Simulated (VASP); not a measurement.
# NaHgF3 (Cmmm) in VASP: notebook

Aim: see how the results for NaHgF3 move with the level of theory and the settings. Levels: PBE, r2SCAN. Tasks: single point.

Everything below comes from runs of VASP 6.6.1. Logs are shortened: lines on timing, memory, paths and dates and some standing lists are left out, and cuts for length are marked.

## Step 1: The cell of the first run

Symmetry: Cmmm, No. 65, orthorhombic system. Conventional cell: a = 6.235 Å, b = 6.490 Å, c = 4.499 Å, α = 90.00°, β = 90.00°, γ = 90.00°. Within 4.1 Å of Na (site symmetry mmm) lie 12 F at 3.12 to 3.24 Å and 8 Hg at 3.84 to 3.95 Å. Hg (site symmetry mmm) has 6 F at 2.25 Å within 3.0 Å. Within 3.3 Å of F (site symmetry mmm) lie 2 Hg at 2.25 Å and 4 Na at 3.12 to 3.24 Å and 8 F at 3.18 Å. F (site symmetry 2/m) has 2 Hg at 2.25 Å and 8 F at 3.12 to 3.24 Å and 4 Na at 3.18 Å within 3.3 Å.

## Step 2: Single point, PBE (shear xy strain -4.0%)

Contents of INCAR:

```
  ALGO = Normal
  EDIFF = 1E-7
  ENCUT = 520
  GGA = PE
  ISIF = 2
  ISMEAR = -1
  LASPH = T
  LCHARG = F
  LREAL = F
  LWAVE = F
  NBANDS = 28
  NELM = 80
  PREC = Accurate
  SIGMA = 0.02
```

Contents of KPOINTS:

```
k-points
0
Gamma
  6 6 6
```

Contents of POSCAR:

```
NaHgF3
1.0
    4.4988204031     -0.0899764081      0.0000000000
   -0.0899764081      4.4988204031      0.0000000000
    0.0000000000      0.0000000000      4.4988204031
Na Hg F
1 1 3
Direct
    0.0000000000      0.0000000000      0.0000000000
    0.5000000000      0.5000000000      0.5000000000
    0.5000000000      0.5000000000      0.0000000000
    0.5000000000      0.0000000000      0.5000000000
    0.0000000000      0.5000000000      0.5000000000
```

Potentials or basis: VASP PAW PBE potentials, release 64 (Na_pv, Hg, F).

Command:

```bash
> cat potpaw_PBE.64/Na_pv/POTCAR potpaw_PBE.64/Hg/POTCAR potpaw_PBE.64/F/POTCAR > POTCAR
> mpirun -np 1 vasp_std > vasp.out
```

OUTCAR:

```text
EDIFF = 1E-7
   ENCUT = 520
   GGA = PE
   ISIF = 2
   ISMEAR = -1
   LASPH = T
   LREAL = F
   NELM = 80
   PREC = Accurate

 ion  position               nearest neighbor table
   1  0.000  0.000  0.000-
   2  0.500  0.500  0.500-   3 2.25   3 2.25   5 2.25   4 2.25   4 2.25   5 2.25
   3  0.500  0.500  0.000-   2 2.25   2 2.25
   4  0.500  0.000  0.500-   2 2.25   2 2.25
   5  0.000  0.500  0.500-   2 2.25   2 2.25

  LATTYP: Found a base centered orthorhombic cell.
 ALAT       =     6.2350469721
 B/A-ratio  =     1.0408163265
 C/A-ratio  =     0.7215375318

  Lattice vectors:

 A1 = (   4.4988204031,  -0.0899764081,   0.0000000000)
 A2 = (  -0.0899764081,   4.4988204031,   0.0000000000)
 A3 = (   0.0000000000,   0.0000000000,   4.4988204031)

Analysis of symmetry for initial positions (statically):
=====================================================================
 Subroutine PRICEL returns:
 Original cell was already a primitive cell.

 Routine SETGRP: Setting up the symmetry group for a
 base centered orthorhombic supercell.

 Subroutine GETGRP returns: Found  8 space group operations
 (whereof  8 operations were pure point group operations)
 out of a pool of  8 trial point group operations.

The static configuration has the point symmetry D_2h.

Analysis of symmetry for dynamics (positions and initial velocities):
=====================================================================
 Subroutine PRICEL returns:
 Original cell was already a primitive cell.

 Routine SETGRP: Setting up the symmetry group for a
 base centered orthorhombic supercell.

 Subroutine GETGRP returns: Found  8 space group operations
 (whereof  8 operations were pure point group operations)
 out of a pool of  8 trial point group operations.

The dynamic configuration has the point symmetry D_2h.

 Subroutine INISYM returns: Found  8 space group operations
 (whereof  8 operations are pure point group operations),
 and found     1 'primitive' translations

----------------------------------------------------------------------------------------

                                     Primitive cell

  volume of cell :      91.0169

  direct lattice vectors                    reciprocal lattice vectors
     4.498820403 -0.089976408  0.000000000     0.222369437  0.004447389  0.000000000
    -0.089976408  4.498820403  0.000000000     0.004447389  0.222369437  0.000000000
     0.000000000  0.000000000  4.498820403     0.000000000  0.000000000  0.222280489

  length of vectors
     4.499720077  4.499720077  4.498820403     0.222413906  0.222413906  0.222280489

  position of ions in fractional coordinates (direct lattice)
     0.000000000  0.000000000  0.000000000
     0.500000000  0.500000000  0.500000000
     0.500000000  0.500000000  0.000000000
     0.500000000  0.000000000  0.500000000
     0.000000000  0.500000000  0.500000000

  ion indices of the primitive-cell ions
   primitive index   ion index
                 1           1
                 2           2
                 3           3
                 4           4
                 5           5

----------------------------------------------------------------------------------------

 KPOINTS: k-points

Automatic generation of k-mesh.
 Grid dimensions read from file:
 generate k-points for:    6    6    6

 Generating k-lattice:

  Cartesian coordinates                     Fractional coordinates (reciprocal lattice)
     0.037061573  0.000741231  0.000000000     0.166666667  0.000000000  0.000000000
     0.000741231  0.037061573  0.000000000     0.000000000  0.166666667  0.000000000
     0.000000000  0.000000000  0.037046748     0.000000000  0.000000000  0.166666667

  Length of vectors
     0.037068984  0.037068984  0.037046748

  Shift w.r.t. Gamma in fractional coordinates (k-lattice)
     0.000000000  0.000000000  0.000000000

 Subroutine IBZKPT returns following result:
 ===========================================

 Found     52 irreducible k-points:

 Following reciprocal coordinates:
            Coordinates               Weight
  0.000000  0.000000  0.000000      1.000000
  0.166667 -0.000000  0.000000      4.000000
  0.333333 -0.000000  0.000000      4.000000
  0.500000 -0.000000  0.000000      2.000000
  0.166667  0.166667  0.000000      2.000000
  0.333333  0.166667  0.000000      4.000000
[... 16 lines left out ...]
  0.333333  0.333333  0.166667      4.000000
  0.500000  0.333333  0.166667      8.000000
 [... further k-points ...]
   k-points           NKPTS =     52   k-points in BZ     NKDIM =     52   number of bands    NBANDS=     28
   number of dos      NEDOS =    301   number of ions     NIONS =      5
   total plane-waves  NPLWV =  46656
   dimension x,y,z NGX =    36 NGY =   36 NGZ =   36
   dimension x,y,z NGXF=    72 NGYF=   72 NGZF=   72
   ions per type =               1   1   3
   NGX,Y,Z   is equivalent  to a cutoff of  13.30, 13.30, 13.30 a.u.
   NGXF,Y,Z  is equivalent  to a cutoff of  26.60, 26.60, 26.61 a.u.
 SYSTEM =  unknown system
   PREC   = accura    normal or accurate (medium, high low for compatibility)
   ISTART =      0    job   : 0-new  1-cont  2-samecut
   ICHARG =      2    charge: 1-file 2-atom 10-const
   ISPIN  =      1    spin polarized calculation?
   LNONCOLLINEAR =      F non collinear calculations
   LSORBIT =      F    spin-orbit coupling
   LASPH  =      T    aspherical Exc in radial PAW
   ENCUT  =  520.0 eV  38.22 Ry    6.18 a.u.   8.37  8.37  8.36*2*pi/ulx,y,z
   NELM   =     80;   NELMIN=  2; NELMDL= -5     # of ELM steps
   EDIFF  = 0.1E-06   stopping-criterion for ELM
   LREAL  =      F    real-space projection
   EDIFFG = 0.1E-05   stopping-criterion for IOM
   NSW    =      0    number of steps for IOM
   IBRION =     -1    ionic relax: 0-MD 1-quasi-New 2-CG
   NFREE  =      0    steps in history (QN), initial steepest desc. (CG)
   ISIF   =      2    stress and relaxation
   ISYM   =      2    0-nonsym 1-usesym 2-fastsym
   POTIM  = 0.5000    time-step for ionic-motion
   TEBEG  =    0.0;   TEEND  =   0.0 temperature during run
   PSTRESS=    0.0 pullay stress
   NELECT =      40.0000    total number of electrons
   NUPDOWN=      -1.0000    fix difference up-down
   EMIN   =  10.00;   EMAX   =-10.00  energy-range for DOS
   EFERMI =   0.00;   METHOD = LEGACY
   ISMEAR =    -1;   SIGMA  =   0.02  broadening in eV -4-tet -1-fermi 0-gaus
   EFERMI_NEDOS =   21; number of points for ismear=-14 and -15
   IALGO  =     38    algorithm
   IMIX   =      4    mixing-type and parameters
     AMIX     =   0.40;   BMIX     =  1.00
     AMIX_MAG =   1.60;   BMIX_MAG =  1.00
  volume/ion in A,a.u.               =      18.20       122.84
  Fermi-wavevector in a.u.,A,eV,Ry     =   1.244670  2.352085 21.078179  1.549202
  Thomas-Fermi vector in A             =   2.378926
   LORBIT       =      0    0 simple, 1 ext, 2 COOP (PROOUT), +10 PAW based schemes
   GGA     = PE    functional components
   LHFCALC =     F    Hartree Fock is set to
   AEXX    =    0.0000 exact exchange contribution
   IVDW    =     0    specifies the selected vdW correction
   LEPSILON=     F    determine dielectric tensor
   LRPA    =     F    only Hartree local field effects (RPA)
 non-spin polarized calculation
  energy-cutoff  :      520.00
  volume of cell :       91.02
 maximum number of plane-waves:      2472
 NGX is ok and might be reduce to    36
   NGX = 17   NGY = 17   NGZ = 17

 number of electron      40.0000001 magnetization

 Free energy of the ion-electron system (eV)
  ---------------------------------------------------
  ext. energy  EPLUGINS =         0.00000000
  ---------------------------------------------------
  free energy    TOTEN  =       -15.59517939 eV

  energy without entropy =      -15.59517226  energy(sigma->0) =      -15.59517582

 E-fermi :  -0.5952     XC(G=0):  -8.2186

 val. band max:       -0.7731102573   @ k =   0.5000   0.5000   0.5000
 cond. band min:      -0.4734258068   @ k =   0.0000   0.0000   0.0000
 fundamental gap:      0.2996844505
 Fermi energy:        -0.5952118121

 k-point     1 :       0.0000    0.0000    0.0000
  band No.  band energies     occupation
      1     -24.3102      2.00000
      2     -24.3096      2.00000
      3     -24.3081      2.00000
      4     -22.6460      2.00000
      5     -22.3839      2.00000
      6     -22.3756      2.00000
[... 20 lines left out ...]
     27       8.9961      0.00000
     28      13.0576      0.00000

 k-point     2 :       0.1667   -0.0000    0.0000
  band No.  band energies     occupation
      1     -24.3109      2.00000
      2     -24.3095      2.00000
      3     -24.3085      2.00000
      4     -22.6232      2.00000
      5     -22.3830      2.00000
      6     -22.3749      2.00000
[... 20 lines left out ...]
     27      10.5324      0.00000
     28      11.9063      0.00000

 k-point     3 :       0.3333   -0.0000    0.0000
  band No.  band energies     occupation
      1     -24.3127      2.00000
      2     -24.3094      2.00000
      3     -24.3088      2.00000
      4     -22.5772      2.00000
      5     -22.3808      2.00000
      6     -22.3736      2.00000
[... 20 lines left out ...]
     27      10.6498      0.00000
     28      10.6843      0.00000

 k-point     4 :       0.5000   -0.0000    0.0000
  band No.  band energies     occupation
      1     -24.3137      2.00000
      2     -24.3094      2.00000
      3     -24.3088      2.00000
      4     -22.5536      2.00000
      5     -22.3798      2.00000
      6     -22.3733      2.00000
[... 578 lines left out ...]
     27      10.5057      0.00000
     28      10.7463      0.00000

 k-point    23 :       0.3333    0.3333    0.1667
  band No.  band energies     occupation
      1     -24.3121      2.00000
      2     -24.3107      2.00000
      3     -24.3098      2.00000
      4     -22.4854      2.00000
      5     -22.3814      2.00000
      6     -22.3683      2.00000
[... 20 lines left out ...]
     27      10.3794      0.00000
     28      10.8297      0.00000

 k-point    24 :       0.5000    0.3333    0.1667
  band No.  band energies     occupation
      1     -24.3127      2.00000
      2     -24.3103      2.00000
      3     -24.3097      2.00000
      4     -22.4684      2.00000
      5     -22.3828      2.00000
      6     -22.3596      2.00000
[... 20 lines left out ...]
     27      10.4742      0.00000
     28      10.6028      0.00000

 [... further k-points ...]

------------------------ aborting loop because EDIFF is reached ----------------------------------------

  FORCE on cell =-STRESS in cart. coord.  units (eV):
  Direction    XX          YY          ZZ          XY          YZ          ZX
  --------------------------------------------------------------------------------------
  -------------------------------------------------------------------------------------
  Total        1.5045302      1.5045302      1.5335165      0.0290896      0.0000000      0.0000000
  in kB       26.4843483     26.4843483     26.9945948      0.5120659      0.0000000      0.0000000
  external PRESSURE =      26.6544304 kB  Pullay stress =       0.0000000 kB

 VOLUME and BASIS-vectors are now :
 -----------------------------------------------------------------------------
  energy-cutoff  :      520.00
  volume of cell :       91.02
      direct lattice vectors                 reciprocal lattice vectors
     4.498820403 -0.089976408  0.000000000     0.222369437  0.004447389  0.000000000
    -0.089976408  4.498820403  0.000000000     0.004447389  0.222369437  0.000000000
     0.000000000  0.000000000  4.498820403     0.000000000  0.000000000  0.222280489

 POSITION                                       TOTAL-FORCE (eV/Angst)
 -----------------------------------------------------------------------------------
      0.00000      0.00000      0.00000        -0.000000      0.000000      0.000000
      2.20442      2.20442      2.24941         0.000000      0.000000      0.000000
      2.20442      2.20442      0.00000         0.000000      0.000000      0.000000
      2.24941     -0.04499      2.24941        -0.000000     -0.000000      0.000000
     -0.04499      2.24941      2.24941        -0.000000      0.000000      0.000000
 -----------------------------------------------------------------------------------
    total drift:                                0.000000      0.000000      0.000000

  FREE ENERGIE OF THE ION-ELECTRON SYSTEM (eV)
  ---------------------------------------------------
  free  energy   TOTEN  =       -15.5951793880 eV

  energy  without entropy=      -15.5951722610  energy(sigma->0) =      -15.59517582
```

It took 1.8 min on 1 thread of Oxide Virtual Turin-like, shared host; peak memory 0.25 GiB.

Results:

| Item | Value |
| --- | --- |
| Free energy | -15.5952 eV |
| Pressure | 2.7 GPa |
| Band gap on the k mesh | 0.30 eV (least direct gap 2.96 eV) |

Stress tensor (GPa, compression positive):
```
2.65 0.05 0.00
0.05 2.65 0.00
0.00 0.00 2.70
```

Caveat: the cell differs from its parent crystal (shear xy strain -4.0%); spin-orbit coupling is left out, which moves the levels of the heavy elements. A k mesh can miss the band edges.

## Step 3: Single point, r2SCAN (shear xy strain -4.0%)

POSCAR is that of step 2.

Contents of INCAR.step1:

```
ALGO     = Normal         # electronic algorithm
EDIFF    = 1E-4           # SCF threshold, eV
ENCUT    = 520            # plane-wave cutoff, eV
GGA      = PE             # functional
ISMEAR   = 0              # smearing method
LASPH    = T              # aspherical terms in the spheres
LCHARG   = F              # write CHGCAR
LREAL    = F              # projectors in reciprocal space
LWAVE    = T              # write WAVECAR
NBANDS   = 28             # bands
NELM     = 80             # most SCF steps
PREC     = Accurate       # precision mode
SIGMA    = 0.01           # smearing width, eV
```

Contents of INCAR.step2:

```
ALGO     = Normal         # electronic algorithm
EDIFF    = 1E-6           # SCF threshold, eV
ENCUT    = 520            # plane-wave cutoff, eV
ISIF     = 2              # what is computed and relaxed
ISMEAR   = 0              # smearing method
ISTART   = 1            
LASPH    = T              # aspherical terms in the spheres
LCHARG   = F              # write CHGCAR
LMIXTAU  = T            
LREAL    = F              # projectors in reciprocal space
LWAVE    = F              # write WAVECAR
METAGGA  = R2SCAN         # meta-GGA
NBANDS   = 28             # bands
NELM     = 80             # most SCF steps
PREC     = Accurate       # precision mode
SIGMA    = 0.01           # smearing width, eV
```

KPOINTS is that of step 2.

Potentials or basis: VASP PAW PBE potentials, release 64 (Na_pv, Hg, F).

Command:

```bash
> cat potpaw_PBE.64/Na_pv/POTCAR potpaw_PBE.64/Hg/POTCAR potpaw_PBE.64/F/POTCAR > POTCAR
> cp INCAR.step1 INCAR
> mpirun -np 1 vasp_std > vasp.out
> cp INCAR.step2 INCAR
> mpirun -np 1 vasp_std > vasp.out
```

OUTCAR:

```text
EDIFF = 1E-6
   ENCUT = 520
   ISIF = 2
   ISMEAR = 0
   ISTART = 1
   LASPH = T
   LREAL = F
   METAGGA = R2SCAN
   NELM = 80
   PREC = Accurate

 ion  position               nearest neighbor table
   1  0.000  0.000  0.000-
   2  0.500  0.500  0.500-   3 2.25   3 2.25   5 2.25   4 2.25   4 2.25   5 2.25
   3  0.500  0.500  0.000-   2 2.25   2 2.25
   4  0.500  0.000  0.500-   2 2.25   2 2.25
[... 950 lines left out ...]
  Direction    XX          YY          ZZ          XY          YZ          ZX
  --------------------------------------------------------------------------------------
  -------------------------------------------------------------------------------------
  Total        0.2687368      0.2687368      0.2866801      0.0523426      0.0000000      0.0000000
  in kB        4.7305914      4.7305914      5.0464494      0.9213896      0.0000000      0.0000000
  external PRESSURE =       4.8358774 kB  Pullay stress =       0.0000000 kB

 VOLUME and BASIS-vectors are now :
 -----------------------------------------------------------------------------
  energy-cutoff  :      520.00
  volume of cell :       91.02
      direct lattice vectors                 reciprocal lattice vectors
     4.498820403 -0.089976408  0.000000000     0.222369437  0.004447389  0.000000000
    -0.089976408  4.498820403  0.000000000     0.004447389  0.222369437  0.000000000
     0.000000000  0.000000000  4.498820403     0.000000000  0.000000000  0.222280489

 POSITION                                       TOTAL-FORCE (eV/Angst)
 -----------------------------------------------------------------------------------
      0.00000      0.00000      0.00000         0.000000      0.000000      0.000000
      2.20442      2.20442      2.24941         0.000000      0.000000      0.000000
      2.20442      2.20442      0.00000        -0.000000      0.000000      0.000000
      2.24941     -0.04499      2.24941        -0.000000      0.000000      0.000000
     -0.04499      2.24941      2.24941         0.000000      0.000000      0.000000
 -----------------------------------------------------------------------------------
    total drift:                                0.000000      0.000000      0.000000

  FREE ENERGIE OF THE ION-ELECTRON SYSTEM (eV)
  ---------------------------------------------------
  free  energy   TOTEN  =       -71.6513866297 eV

  energy  without entropy=      -71.6513866297  energy(sigma->0) =      -71.65138663
```

Wall time 8.5 min (1 thread of Oxide Virtual Turin-like, shared host); peak memory 0.27 GiB.

Results:

| Item | Value |
| --- | --- |
| Free energy | -71.6514 eV |
| Pressure | 0.5 GPa |
| Band gap on the k mesh | 0.83 eV (least direct gap 3.66 eV) |

Stress tensor (GPa, compression positive):
```
0.47 0.09 0.00
0.09 0.47 0.00
0.00 0.00 0.50
```

Caveat: the cell differs from its parent crystal (shear xy strain -4.0%); the PAW data sets were made with another functional, which shifts forces and pressure a little; spin-orbit coupling is left out, which moves the levels of the heavy elements. A k mesh can miss the band edges.
